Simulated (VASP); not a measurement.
Input of a VASP 6.6.1 run:

Contents of INCAR:

```
SYSTEM = Na
PREC = Accurate
ENCUT = 520
EDIFF = 1E-8
ISMEAR = -1
SIGMA = 0.05
LREAL = Auto
LASPH = .True.
NELM = 80
ALGO = Normal
ISIF = 2
LWAVE = .False.
LCHARG = .False.
GGA = PS
LEFG = .True.
NBANDS = 70
```

The input KPOINTS:

```
regular mesh
0
Gamma
  5 5 3
  0 0 0
```

POSCAR

```
Na
1.0
    7.5340000000      0.0000000000      0.0000000000
   -3.7670000000      6.5246353922      0.0000000000
    0.0000000000      0.0000000000     12.3080000000
Na
16
Direct
    0.1666666666      0.3333333334      0.1250000000
    0.1666666666      0.3333333334      0.6250000000
    0.1666666666      0.8333333334      0.1250000000
    0.1666666666      0.8333333334      0.6250000000
    0.6666666666      0.3333333334      0.1250000000
    0.6666666666      0.3333333334      0.6250000000
    0.6666666666      0.8333333334      0.1250000000
    0.6666666666      0.8333333334      0.6250000000
    0.3333333334      0.1666666666      0.3750000000
    0.3333333334      0.1666666666      0.8750000000
    0.3333333334      0.6666666666      0.3750000000
    0.3333333334      0.6666666666      0.8750000000
    0.8333333334      0.1666666666      0.3750000000
    0.8333333334      0.1666666666      0.8750000000
    0.8333333334      0.6666666666      0.3750000000
    0.8333333334      0.6666666666      0.8750000000
```

Potentials or basis: VASP PAW PBE potentials, release 64 (Na_pv).

Launch:

```console
$ cat potpaw_PBE.64/Na_pv/POTCAR > POTCAR
$ mpirun -np 1 vasp_std > vasp.out
```

Q: Estimate the pressure.

A: -0.3 GPa.

Q: Estimate the band gap on the k mesh.

A: Zero (bands 56 and 57 overlap by 0.99 eV).

Stress tensor (GPa, compression positive):
```
-0.23  0.00  0.00
 0.00 -0.23  0.00
 0.00  0.00 -0.41
```

Caveat: without QUAD_EFG the Cq values of the log hold for a quadrupole moment of 1 mb, not for the nuclei; the PAW data sets were made with another functional, which shifts forces and pressure a little.
